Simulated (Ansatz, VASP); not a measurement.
Si3N4: VASP beside Ansatz

```
Si N
1.0
    -2.75325    2.75325    3.89526
     2.75325   -2.75325    3.89526
     2.75325    2.75325   -3.89526
Si N
6 8
Direct
  0.00000 0.00000 0.00000
  0.75000 0.25000 0.50000
  0.87500 0.62500 0.25000
  0.37500 0.62500 0.25000
  0.37500 0.62500 0.75000
  0.37500 0.12500 0.75000
  0.61759 0.38247 0.23512
  0.13247 0.39734 0.26488
  0.14734 0.38247 0.76488
  0.13247 0.86759 0.73512
  0.13241 0.86753 0.26488
  0.61753 0.38241 0.76488
  0.60266 0.86753 0.73512
  0.61753 0.85266 0.23512
```

Alike in both runs: functional PBE; k mesh 6 × 6 × 6; occupations gaussian, width 0.1 eV; no spin polarisation.

Ansatz relaxed the structure, and its values are those at the end. VASP's run is a single point on that final structure, the one shown.

```csv
,VASP,Ansatz
version,VASP 6.6.1,Ansatz 0.2.0
potentials or method,"VASP PAW PBE potentials, release 64 (Si, N), cutoff 520 eV","scalar-relativistic, plane waves, PAW"
valence electrons in the cell,64,64
```

```csv
,VASP,Ansatz,Ansatz less VASP
gap on the k mesh at the Fermi level (eV),3.33,3.34,+0.011
least direct gap on the mesh (eV),3.37,3.38,+0.011
pressure (GPa),-0.1,0.1,+0.19
```
